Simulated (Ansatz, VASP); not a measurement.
## SnO2 in VASP and in Ansatz

File INCAR:

```
SYSTEM = SnO2
  ALGO = Normal
  EDIFF = 1E-6
  ENCUT = 520
  GGA = PE
  ISIF = 2
  ISMEAR = 0
  LASPH = .TRUE.
  LCHARG = .TRUE.
  LELF = .TRUE.
  LREAL = .FALSE.
  LVHAR = .TRUE.
  LWAVE = .FALSE.
  NBANDS = 20
  NELM = 60
  PREC = Accurate
  SIGMA = 0.05
```

File KPOINTS:

```
k-points
0
G
  12 12 12
  0 0 0
```

File POSCAR:

```
SnO2
1.0
    1.6976000000      0.9801098170      5.1805666667
   -1.6976000000      0.9801098170      5.1805666667
    0.0000000000     -1.9602196339      5.1805666667
Sn O
1 2
Direct
    0.5000000000      0.5000000000      0.5000000000
    0.2348826742      0.2348826742      0.2348826742
    0.7651173258      0.7651173258      0.7651173258
```

Input for Ansatz:

```yaml
crystal:
  lattice:
    - [1.6976, 0.980109817, 5.1805666667]
    - [-1.6976, 0.980109817, 5.1805666667]
    - [0.0, -1.9602196339, 5.1805666667]
  atoms:
    - { symbol: Sn, position: [0.5, 0.5, 0.5] }
    - { symbol: O, position: [0.2348826742, 0.2348826742, 0.2348826742] }
    - { symbol: O, position: [0.7651173258, 0.7651173258, 0.7651173258] }
basis:
  ecutwfc: 520.0
kpoints:
  mp_grid: { grid: [12, 12, 12] }
hamiltonian:
  xc: pbe
  pseudopotentials: { kind: paw, azcp: { folder: soft_1 } }
scf:
  occupations: { method: gaussian, width: 0.05 }
output:
  forces: true
  stress: true
  eigenvalues: true
```

Alike in both runs: task single point; functional PBE; k mesh 12 × 12 × 12; occupations gaussian, width 0.05 eV; no spin polarisation.

|  | VASP | Ansatz |
| --- | --- | --- |
| version | VASP 6.6.1 | Ansatz 0.2.0 |
| potentials or method | VASP PAW PBE potentials, release 64 (Sn_d, O), cutoff 520 eV | scalar-relativistic, plane waves, PAW |
| valence electrons in the cell | 26 | 26 |

Ansatz gave:

| Property | Result |
| --- | --- |
| gap on the k mesh at the Fermi level (eV) | 1.24 |
| least direct gap on the mesh (eV) | 1.31 |
| pressure (GPa) | -14.3 |
| traceless stress, the component that is largest in VASP (GPa) | 5.81 |
| rms of the force components (eV/Å) | 0.583 |

Estimate VASP's values.

gap on the k mesh at the Fermi level (eV): 1.22; least direct gap on the mesh (eV): 1.30; pressure (GPa): -14.0; traceless stress, the component that is largest in VASP (GPa): 5.58; rms of the force components (eV/Å): 0.564.

Atom by atom the forces differ by 0.019 eV/Å (rms over components).
